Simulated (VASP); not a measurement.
The system is CdO.

```
Cd O
1.0
     0.00000    2.37762    2.37762
     2.37762    0.00000    2.37762
     2.37762    2.37762    0.00000
Cd O
1 1
Direct
  0.00000 0.00000 0.00000
  0.50000 0.50000 0.50000
```

Base run:

| Item | Value |
| --- | --- |
| Program | VASP 6.6.1 |
| Functional | PBEsol |
| Dispersion | D3(BJ) |
| Potentials or basis | VASP PAW PBE potentials, release 64 (Cd, O) |
| Cutoff | 600 eV |
| k mesh | 16 × 16 × 16 |
| Occupations | gaussian, width 0.1 eV |
| Spin | no spin polarisation |

Its results: band gap on the k mesh zero (band 9 reaches 1.55 eV, above the bottom of band 10 at 0.95 eV); pressure -7.4 GPa.

Question: The run is repeated on the same cell with these changes: dispersion from D3(BJ) to none. What comes out?

Answer: Band gap on the k mesh zero (band 9 reaches 1.55 eV, above the bottom of band 10 at 0.95 eV); pressure -4.3 GPa.

Dispersion adds attraction, which lowers the pressure at fixed volume and, as a term added to the energy, leaves the levels alone.

Caveats: the PAW data sets were made with another functional, which shifts forces and pressure a little; three body term missing (some runs); pairwise dispersion overbinds metals, which lowers pressure and volume (some runs).
